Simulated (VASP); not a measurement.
# P (Pm-3m) in VASP: notebook

Runs on P. Level: LDA. Tasks: single point.

Program: VASP 6.6.1. These are calculated values, not measurements. Logs are shortened: lines on timing, memory, paths and dates and some standing lists are left out, and cuts for length are marked.

### Step 1. The cell of the first run

It takes space group Pm-3m (No. 221, cubic). Conventional cell: a = 2.411 Å, b = 2.411 Å, c = 2.411 Å, α = 90.00°, β = 90.00°, γ = 90.00°. Within 3.2 Å of P (site symmetry m-3m) lie 6 P at 2.41 Å.

### Step 2. Single point, LDA

Input file INCAR:

```
SYSTEM = P
PREC = Accurate
ENCUT = 520
EDIFF = 1E-6
ISMEAR = 0
SIGMA = 0.1
LREAL = .FALSE.
LASPH = .TRUE.
NELM = 100
ALGO = Normal
ISIF = 2
LWAVE = .FALSE.
LCHARG = .TRUE.
GGA = CA
LELF = .TRUE.
LVHAR = .TRUE.
NBANDS = 8
```

Input file KPOINTS:

```
regular mesh
0
G
  10 10 10
  0 0 0
```

Input file POSCAR:

```
P
1.0
    2.4105936828      0.0000000000      0.0000000000
    0.0000000000      2.4105936828      0.0000000000
    0.0000000000      0.0000000000      2.4107825345
P
1
Direct
    0.0000000000      0.0000000000      0.0000000000
```

Potentials or basis: VASP PAW LDA potentials, release 64 (P).

Run with:

```bash
$ cat potpaw_LDA.64/P/POTCAR > POTCAR
$ mpirun -np 1 vasp_std > vasp.out
```

OUTCAR:

```text
SYSTEM = P
   PREC = Accurate
   ENCUT = 520
   EDIFF = 1E-6
   ISMEAR = 0
   LREAL = .FALSE.
   LASPH = .TRUE.
   NELM = 100
   ISIF = 2
   GGA = CA

 ion  position               nearest neighbor table
   1  0.000  0.000  0.000-

  LATTYP: Found a simple tetragonal cell.
 ALAT       =     2.4105936828
 C/A-ratio  =     1.0000783424

  Lattice vectors:

 A1 = (   2.4105936828,   0.0000000000,   0.0000000000)
 A2 = (   0.0000000000,   2.4105936828,   0.0000000000)
 A3 = (   0.0000000000,   0.0000000000,   2.4107825345)

Analysis of symmetry for initial positions (statically):
=====================================================================
 Subroutine PRICEL returns:
 Original cell was already a primitive cell.

 Routine SETGRP: Setting up the symmetry group for a
 simple tetragonal supercell.

 Subroutine GETGRP returns: Found 16 space group operations
 (whereof 16 operations were pure point group operations)
 out of a pool of 16 trial point group operations.

The static configuration has the point symmetry D_4h.

Analysis of symmetry for dynamics (positions and initial velocities):
=====================================================================
 Subroutine PRICEL returns:
 Original cell was already a primitive cell.

 Routine SETGRP: Setting up the symmetry group for a
 simple tetragonal supercell.

 Subroutine GETGRP returns: Found 16 space group operations
 (whereof 16 operations were pure point group operations)
 out of a pool of 16 trial point group operations.

The dynamic configuration has the point symmetry D_4h.

 Subroutine INISYM returns: Found 16 space group operations
 (whereof 16 operations are pure point group operations),
 and found     1 'primitive' translations

----------------------------------------------------------------------------------------

                                     Primitive cell

  volume of cell :      14.0090

  direct lattice vectors                    reciprocal lattice vectors
     2.410593683  0.000000000  0.000000000     0.414835568  0.000000000  0.000000000
     0.000000000  2.410593683  0.000000000     0.000000000  0.414835568  0.000000000
     0.000000000  0.000000000  2.410782535     0.000000000  0.000000000  0.414803071

  length of vectors
     2.410593683  2.410593683  2.410782535     0.414835568  0.414835568  0.414803071

  position of ions in fractional coordinates (direct lattice)
     0.000000000  0.000000000  0.000000000

  ion indices of the primitive-cell ions
   primitive index   ion index
                 1           1

----------------------------------------------------------------------------------------

 KPOINTS: regular mesh

Automatic generation of k-mesh.
 Grid dimensions read from file:
 generate k-points for:   10   10   10

 Generating k-lattice:

  Cartesian coordinates                     Fractional coordinates (reciprocal lattice)
     0.041483557  0.000000000  0.000000000     0.100000000  0.000000000  0.000000000
     0.000000000  0.041483557  0.000000000     0.000000000  0.100000000  0.000000000
     0.000000000  0.000000000  0.041480307     0.000000000  0.000000000  0.100000000

  Length of vectors
     0.041483557  0.041483557  0.041480307

  Shift w.r.t. Gamma in fractional coordinates (k-lattice)
     0.000000000  0.000000000  0.000000000

 Subroutine IBZKPT returns following result:
 ===========================================

 Found    126 irreducible k-points:

 Following reciprocal coordinates:
            Coordinates               Weight
  0.000000  0.000000  0.000000      1.000000
  0.100000  0.000000  0.000000      4.000000
  0.200000  0.000000  0.000000      4.000000
  0.300000  0.000000  0.000000      4.000000
  0.400000  0.000000  0.000000      4.000000
  0.500000  0.000000  0.000000      2.000000
[... 16 lines left out ...]
  0.100000  0.000000  0.100000      8.000000
  0.200000  0.000000  0.100000      8.000000
 [... further k-points ...]
   k-points           NKPTS =    126   k-points in BZ     NKDIM =    126   number of bands    NBANDS=      8
   number of dos      NEDOS =    301   number of ions     NIONS =      1
   total plane-waves  NPLWV =   5832
   dimension x,y,z NGX =    18 NGY =   18 NGZ =   18
   dimension x,y,z NGXF=    36 NGYF=   36 NGZF=   36
   ions per type =               1
   NGX,Y,Z   is equivalent  to a cutoff of  12.41, 12.41, 12.41 a.u.
   NGXF,Y,Z  is equivalent  to a cutoff of  24.83, 24.83, 24.83 a.u.
 SYSTEM =  P
   PREC   = accura    normal or accurate (medium, high low for compatibility)
   ISTART =      0    job   : 0-new  1-cont  2-samecut
   ICHARG =      2    charge: 1-file 2-atom 10-const
   ISPIN  =      1    spin polarized calculation?
   LNONCOLLINEAR =      F non collinear calculations
   LSORBIT =      F    spin-orbit coupling
   LASPH  =      T    aspherical Exc in radial PAW
   ENCUT  =  520.0 eV  38.22 Ry    6.18 a.u.   4.48  4.48  4.48*2*pi/ulx,y,z
   NELM   =    100;   NELMIN=  2; NELMDL= -5     # of ELM steps
   EDIFF  = 0.1E-05   stopping-criterion for ELM
   LREAL  =      F    real-space projection
   EDIFFG = 0.1E-04   stopping-criterion for IOM
   NSW    =      0    number of steps for IOM
   IBRION =     -1    ionic relax: 0-MD 1-quasi-New 2-CG
   NFREE  =      0    steps in history (QN), initial steepest desc. (CG)
   ISIF   =      2    stress and relaxation
   ISYM   =      2    0-nonsym 1-usesym 2-fastsym
   POTIM  = 0.5000    time-step for ionic-motion
   TEBEG  =    0.0;   TEEND  =   0.0 temperature during run
   PSTRESS=    0.0 pullay stress
   NELECT =       5.0000    total number of electrons
   NUPDOWN=      -1.0000    fix difference up-down
   EMIN   =  10.00;   EMAX   =-10.00  energy-range for DOS
   EFERMI =   0.00;   METHOD = LEGACY
   ISMEAR =     0;   SIGMA  =   0.10  broadening in eV -4-tet -1-fermi 0-gaus
   EFERMI_NEDOS =   21; number of points for ismear=-14 and -15
   IALGO  =     38    algorithm
   IMIX   =      4    mixing-type and parameters
     AMIX     =   0.40;   BMIX     =  1.00
     AMIX_MAG =   1.60;   BMIX_MAG =  1.00
  volume/ion in A,a.u.               =      14.01        94.54
  Fermi-wavevector in a.u.,A,eV,Ry     =   1.161260  2.194463 18.347795  1.348525
  Thomas-Fermi vector in A             =   2.297834
   LORBIT       =      0    0 simple, 1 ext, 2 COOP (PROOUT), +10 PAW based schemes
   GGA     = CA    functional components
   LHFCALC =     F    Hartree Fock is set to
   AEXX    =    0.0000 exact exchange contribution
   IVDW    =     0    specifies the selected vdW correction
   LEPSILON=     F    determine dielectric tensor
   LRPA    =     F    only Hartree local field effects (RPA)
 non-spin polarized calculation
 Gauss-broadening in eV      SIGMA  =   0.10
  energy-cutoff  :      520.00
  volume of cell :       14.01
 maximum number of plane-waves:       392
 NGX is ok and might be reduce to    18
   NGX =  9   NGY =  9   NGZ =  9

 number of electron       4.9999997 magnetization

 Free energy of the ion-electron system (eV)
  ---------------------------------------------------
  ext. energy  EPLUGINS =         0.00000000
  ---------------------------------------------------
  free energy    TOTEN  =        -6.07032744 eV

  energy without entropy =       -6.06839711  energy(sigma->0) =       -6.06936227

 E-fermi :  10.2953     XC(G=0): -11.5560

 val. band max:       10.2509324715   @ k =   0.2000   0.2000   0.0000
 cond. band min:      10.3184188175   @ k =   0.2000   0.1000   0.2000
 fundamental gap:      0.0674863460
 Fermi energy:        10.2952805122

 k-point     1 :       0.0000    0.0000    0.0000
  band No.  band energies     occupation
      1      -6.7017      2.00000
      2      15.3158      0.00000
      3      15.3192      0.00000
      4      15.3192      0.00000
      5      16.9484      0.00000
      6      16.9494      0.00000
      7      24.6680      0.00000
      8      35.0246      0.00000

 k-point     2 :       0.1000    0.0000    0.0000
  band No.  band energies     occupation
      1      -6.4669      2.00000
      2      12.2464      0.00000
      3      15.5006      0.00000
      4      15.5040      0.00000
      5      17.1355      0.00000
      6      19.7032      0.00000
      7      25.4907      0.00000
      8      33.4269      0.00000

 k-point     3 :       0.2000    0.0000    0.0000
  band No.  band energies     occupation
      1      -5.7691      2.00000
      2       8.6438      2.00000
      3      16.0397      0.00000
      4      16.0431      0.00000
      5      17.6695      0.00000
      6      22.1227      0.00000
      7      27.9989      0.00000
      8      30.5128      0.00000

 k-point     4 :       0.3000    0.0000    0.0000
  band No.  band energies     occupation
      1      -4.6377      2.00000
      2       5.3622      2.00000
      3      16.8695      0.00000
      4      16.8728      0.00000
      5      18.4519      0.00000
      6      23.8983      0.00000
      7      27.7131      0.00000
      8      27.7160      0.00000

 k-point     5 :       0.4000    0.0000    0.0000
  band No.  band energies     occupation
      1      -3.1868      2.00000
      2       2.6011      2.00000
      3      17.7909      0.00000
      4      17.7942      0.00000
      5      19.2419      0.00000
      6      25.5538      0.00000
      7      25.5568      0.00000
      8      25.6492      0.00000
[... 177 lines left out ...]
 k-point    22 :       0.0000    0.0000    0.1000
  band No.  band energies     occupation
      1      -6.4669      2.00000
      2      12.2442      0.00000
      3      15.5039      0.00000
      4      15.5039      0.00000
      5      17.1362      0.00000
      6      19.7023      0.00000
      7      25.4898      0.00000
      8      33.4272      0.00000

 k-point    23 :       0.1000    0.0000    0.1000
  band No.  band energies     occupation
      1      -6.2322      2.00000
      2      11.9794      0.00000
      3      13.0288      0.00000
      4      15.6882      0.00000
      5      18.7099      0.00000
      6      21.1169      0.00000
      7      26.0387      0.00000
      8      31.7286      0.00000

 k-point    24 :       0.2000    0.0000    0.1000
  band No.  band energies     occupation
      1      -5.5349      2.00000
      2       8.8128      2.00000
      3      13.1941      0.00000
      4      16.2257      0.00000
      5      19.5165      0.00000
      6      23.5044      0.00000
      7      27.2981      0.00000
      8      29.6288      0.00000

 [... further k-points ...]
[... 5 lines left out ...]
  --------------------------------------------------------------------------------------
  -------------------------------------------------------------------------------------
  Total       -0.0136396     -0.0136396     -0.0149623      0.0000000     -0.0000000     -0.0000000
  in kB       -1.5599329     -1.5599329     -1.7112125      0.0000000     -0.0000000     -0.0000000
  external PRESSURE =      -1.6103595 kB  Pullay stress =       0.0000000 kB

 VOLUME and BASIS-vectors are now :
 -----------------------------------------------------------------------------
  energy-cutoff  :      520.00
  volume of cell :       14.01
      direct lattice vectors                 reciprocal lattice vectors
     2.410593683  0.000000000  0.000000000     0.414835568  0.000000000  0.000000000
     0.000000000  2.410593683  0.000000000     0.000000000  0.414835568  0.000000000
     0.000000000  0.000000000  2.410782535     0.000000000  0.000000000  0.414803071

 POSITION                                       TOTAL-FORCE (eV/Angst)
 -----------------------------------------------------------------------------------
      0.00000      0.00000      0.00000         0.000000      0.000000      0.000000
 -----------------------------------------------------------------------------------
    total drift:                                0.000000      0.000000      0.000000

  FREE ENERGIE OF THE ION-ELECTRON SYSTEM (eV)
  ---------------------------------------------------
  free  energy   TOTEN  =        -6.0703274351 eV

  energy  without entropy=       -6.0683971080  energy(sigma->0) =       -6.06936227
```

Wall time 4.7 s (1 thread of Intel Xeon Platinum 8488C (Sapphire Rapids), shared host); peak memory 0.11 GiB.

Results:

| Property | Result |
| --- | --- |
| Free energy | -6.0703 eV |
| Pressure | -0.2 GPa |

Levels at points of the mesh, in eV from the Fermi level:
```csv
k point,band 1,band 2,band 3,band 4,band 5,band 6
"(0.00, 0.00, 0.00)",-17.00,5.02,5.02,5.02,6.65,6.65
"(0.50, 0.00, 0.00)",-12.47,-9.15,7.97,7.97,9.31,14.37
"(0.50, 0.50, 0.00)",-7.56,-5.58,-5.58,0.55,10.69,17.00
"(0.00, 0.00, 0.50)",-12.47,-9.15,7.97,7.97,9.31,14.37
"(0.50, 0.00, 0.50)",-7.56,-5.59,-5.58,0.55,10.69,17.00
"(0.50, 0.50, 0.50)",-2.36,-2.36,-2.35,-1.39,4.40,4.41
```

### Step 3. Single point, LDA

This run uses another cell than the first one, of 14.06 Å³/atom, 1.004 times its volume.

Input file INCAR:

```
PREC = Accurate ; ENCUT = 520
EDIFF = 1E-7 ; ISMEAR = -1
SIGMA = 0.15 ; LREAL = False
LASPH = True ; NELM = 60
ALGO = Normal ; ISIF = 2
LWAVE = False ; LCHARG = True
LELF = True ; LVHAR = True
NBANDS = 8
```

Input file KPOINTS:

```
Automatic mesh
0
Gamma
  20 20 20
```

Input file POSCAR:

```
P
1.0
    2.4137270133      0.0000000000      0.0000000000
    0.0000000000      2.4137270133      0.0000000000
    0.0000000000      0.0000000000      2.4137434108
P
1
Direct
    0.0000000000      0.0000000000      0.0000000000
```

Potentials or basis: VASP PAW LDA potentials, release 64 (P).

Run with:

```bash
$ cat potpaw_LDA.64/P/POTCAR > POTCAR
$ mpirun -np 1 vasp_std > vasp.out
```

OUTCAR:

```text
PREC = Accurate
   ENCUT = 520
   EDIFF = 1E-7
   ISMEAR = -1
   LREAL = False
   LASPH = True
   NELM = 60
   ISIF = 2

 ion  position               nearest neighbor table
   1  0.000  0.000  0.000-

  LATTYP: Found a simple cubic cell.
 ALAT       =     2.4137270133

  Lattice vectors:

 A1 = (   2.4137270133,   0.0000000000,   0.0000000000)
 A2 = (   0.0000000000,   2.4137270133,   0.0000000000)
 A3 = (   0.0000000000,   0.0000000000,   2.4137434108)

Analysis of symmetry for initial positions (statically):
=====================================================================
 Subroutine PRICEL returns:
 Original cell was already a primitive cell.

 Routine SETGRP: Setting up the symmetry group for a
 simple cubic supercell.

 Subroutine GETGRP returns: Found 48 space group operations
 (whereof 48 operations were pure point group operations)
 out of a pool of 48 trial point group operations.

The static configuration has the point symmetry O_h .

Analysis of symmetry for dynamics (positions and initial velocities):
[... 152 lines left out ...]
  ---------------------------------------------------
  free energy    TOTEN  =        -6.06053643 eV

  energy without entropy =       -6.03638040  energy(sigma->0) =       -6.04845842

 E-fermi :  10.1885     XC(G=0): -11.5406

 val. band max:       10.1797051756   @ k =   0.2500   0.2000   0.0500
 cond. band min:      10.1906667066   @ k =   0.2000   0.2000   0.0000
 fundamental gap:      0.0109615311
 Fermi energy:        10.1885397307

 k-point     1 :       0.0000    0.0000    0.0000
  band No.  band energies     occupation
      1      -6.7197      2.00000
      2      15.2385      0.00000
      3      15.2388      0.00000
      4      15.2388      0.00000
      5      16.8962      0.00000
      6      16.8963      0.00000
      7      24.5629      0.00000
      8      34.9154      0.00000
[... 243 lines left out ...]
 k-point    24 :       0.2000    0.1000    0.0000
  band No.  band energies     occupation
      1      -5.5566      2.00000
      2       8.7612      1.99985
      3      13.1301      0.00000
      4      16.1413      0.00000
      5      19.4481      0.00000
      6      23.4198      0.00000
      7      27.1976      0.00000
      8      29.5291      0.00000

 [... further k-points ...]
[... 5 lines left out ...]
  --------------------------------------------------------------------------------------
  -------------------------------------------------------------------------------------
  Total       -0.0148903     -0.0148903     -0.0148905      0.0000000     -0.0000000      0.0000000
  in kB       -1.6964667     -1.6964667     -1.6964898      0.0000000     -0.0000000      0.0000000
  external PRESSURE =      -1.6964744 kB  Pullay stress =       0.0000000 kB

 VOLUME and BASIS-vectors are now :
 -----------------------------------------------------------------------------
  energy-cutoff  :      520.00
  volume of cell :       14.06
      direct lattice vectors                 reciprocal lattice vectors
     2.413727013  0.000000000  0.000000000     0.414297058  0.000000000  0.000000000
     0.000000000  2.413727013  0.000000000     0.000000000  0.414297058  0.000000000
     0.000000000  0.000000000  2.413743411     0.000000000  0.000000000  0.414294243

 POSITION                                       TOTAL-FORCE (eV/Angst)
 -----------------------------------------------------------------------------------
      0.00000      0.00000      0.00000         0.000000      0.000000      0.000000
 -----------------------------------------------------------------------------------
    total drift:                                0.000000      0.000000      0.000000

  FREE ENERGIE OF THE ION-ELECTRON SYSTEM (eV)
  ---------------------------------------------------
  free  energy   TOTEN  =        -6.0605364309 eV

  energy  without entropy=       -6.0363804003  energy(sigma->0) =       -6.04845842
```

OSZICAR:

```text
N       E                     dE             d eps       ncg     rms          rms(c)
DAV:   1    -0.316667384756E+00   -0.31667E+00   -0.21162E+03  4800   0.447E+02
DAV:   2    -0.601861307621E+01   -0.57019E+01   -0.54339E+01  6624   0.491E+01
DAV:   3    -0.607605010179E+01   -0.57437E-01   -0.57369E-01  5200   0.530E+00
DAV:   4    -0.607612717771E+01   -0.77076E-04   -0.77076E-04  7360   0.213E-01
DAV:   5    -0.607612724781E+01   -0.70104E-07   -0.69765E-07  5184   0.343E-03    0.504E+00
DAV:   6    -0.606641850526E+01    0.97087E-02   -0.13500E-03  5688   0.226E-01    0.297E+00
DAV:   7    -0.606052579403E+01    0.58927E-02   -0.29534E-03  4960   0.352E-01    0.859E-02
DAV:   8    -0.606053562336E+01   -0.98293E-05   -0.36610E-05  6344   0.561E-02    0.162E-02
DAV:   9    -0.606053644281E+01   -0.81945E-06   -0.70126E-07  5864   0.664E-03    0.162E-03
DAV:  10    -0.606053643090E+01    0.11913E-07   -0.84860E-08  4520   0.157E-03
   1 F= -.60605364E+01 E0= -.60484584E+01  d E =-.241560E-01
```

stdout:

```text
POSCAR found type information on POSCAR P
 POSCAR found :  1 types and       1 ions
 scaLAPACK will be used
 LDA part: xc-table for (Slater(with rela. corr.)+CA(PZ))
 , standard interpolation
 POSCAR, INCAR and KPOINTS ok, starting setup
 FFT: planning ... GRIDC
 FFT: planning ... GRID_SOFT
 FFT: planning ... GRID
 WAVECAR not read
 entering main loop
```

Run time: 10 s. Hardware: 1 thread of Intel Xeon Platinum 8488C (Sapphire Rapids), shared host; peak memory 0.12 GiB.

Results:

```
Free energy : -6.0605 eV
Pressure    : -0.2 GPa
```

Levels at points of the mesh, in eV from the Fermi level:
```csv
k point,band 1,band 2,band 3,band 4,band 5,band 6
"(0.00, 0.00, 0.00)",-16.91,5.05,5.05,5.05,6.71,6.71
"(0.50, 0.00, 0.00)",-12.40,-9.06,7.98,7.98,9.35,14.40
"(0.50, 0.50, 0.00)",-7.52,-5.52,-5.52,0.62,10.69,17.02
"(0.50, 0.50, 0.50)",-2.30,-2.30,-2.30,-1.39,4.47,4.47
```
